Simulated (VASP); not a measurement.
**AlN: single point with PBE**

Crystal: AlN.

```xyz
4
Lattice="3.1302 0.0000 0.0000 -1.5651 2.7108 0.0000 0.0000 0.0000 5.0180" Properties=species:S:1:pos:R:3 pbc="T T T"
Al    1.5651    0.9036    2.5052
Al    0.0000    1.8072    5.0142
N     1.5651    0.9036    4.4197
N     0.0000    1.8072    1.9107
```

| Item | Value |
| --- | --- |
| Program | VASP 6.6.1 |
| Task | single point |
| Functional | PBE |
| Potentials or basis | VASP PAW PBE potentials, release 64 (Al, N) |
| Cutoff | 520 eV |
| k mesh | 12 × 12 × 6 |
| Occupations | gaussian, width 0.01 eV |
| Spin | no spin polarisation |

| Item | Value |
| --- | --- |
| Pressure | -0.3 GPa |
| Band gap on the k mesh | 4.04 eV |

Levels at points of the mesh, in eV from the valence-band top:
| k point | band 6 | band 7 | band 8 | band 9 | band 10 | band 11 |
| --- | --- | --- | --- | --- | --- | --- |
| (0.00, 0.00, 0.00) | -0.20 | -0.20 | 0.00 | 4.04 | 6.51 | 10.46 |
| (0.50, 0.00, 0.00) | -2.05 | -1.74 | -0.68 | 5.76 | 5.76 | 8.02 |
| (0.00, 0.00, 0.50) | -0.53 | -0.53 | -0.53 | 6.31 | 6.31 | 10.17 |
| (0.50, 0.00, 0.50) | -1.44 | -1.35 | -1.35 | 5.25 | 5.25 | 9.14 |

Run time: 23 s on 1 thread of Intel(R) Xeon(R) Platinum 8559C (Emerald Rapids), with other jobs on the host, peak memory 0.18 GiB.

A k mesh can miss the band edges.
